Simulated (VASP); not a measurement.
Input of a VASP 6.6.1 run:

File INCAR:

```
PREC     = Accurate       # precision mode
ENCUT    = 520            # plane-wave cutoff, eV
EDIFF    = 1E-7           # SCF threshold, eV
ISMEAR   = 0              # smearing method
SIGMA    = 0.1            # smearing width, eV
LREAL    = False          # projectors in reciprocal space
LASPH    = True           # aspherical terms in the spheres
NELM     = 120            # most SCF steps
ALGO     = Normal         # electronic algorithm
ISIF     = 2              # what is computed and relaxed
LWAVE    = False          # write WAVECAR
LCHARG   = False          # write CHGCAR
LDIPOL   = True         
IDIPOL   = 3            
DIPOL    = 0.5 0.5 0.356
GGA      = PE             # functional
IBRION   = 2              # ionic algorithm
NSW      = 36             # ionic steps
EDIFFG   = -0.025         # ionic threshold
GGA_COMPAT= False        
NELMIN   = 4            
NELMDL   = -8           
KPAR     = 4
```

Contents of KPOINTS:

```
regular mesh
0
Gamma
  9 6 1
```

Contents of POSCAR:

```
Ti6C
1.0
    2.8319727860      0.0000000000      0.0000000000
    0.0000000000      4.5793473380      0.0000000000
    0.0000000000      0.0000000000     22.0506909065
Ti C
6 1
Selective dynamics
Direct
    0.5000000000      0.0000000000      0.1814002118  F F F
    0.0000000000      0.5000000000      0.2413504290  F F F
    0.5000000000      0.0000000000      0.3013006462  F F F
    0.5000000000      0.5000000000      0.3625816208  F F F
    0.0000000000      0.0000000000      0.4208167734  F F F
    0.5000000000      0.5000000000      0.4784743912  F F F
    1.0000000000      1.0000000000      0.5056844229  F F T
```

Potentials or basis: VASP PAW PBE potentials, release 64 (Ti_sv, C).

The run is started by

```console
$ cat potpaw_PBE.64/Ti_sv/POTCAR potpaw_PBE.64/C/POTCAR > POTCAR
$ mpirun -np 4 vasp_std > vasp.out
```

Predict the energy gained by relaxing.

0.0 meV/atom.

Predict the band gap on the k mesh.

zero (bands 38 and 39 overlap by 0.16 eV).

Step by step:
| step | energy change (eV) | largest force on free atoms (eV/Å) | pressure (GPa) |
| --- | --- | --- | --- |
| 1 | 0.0000 | 0.0946 | -2.18 |
| 2 | -0.0002 | 0.0149 | -2.21 |
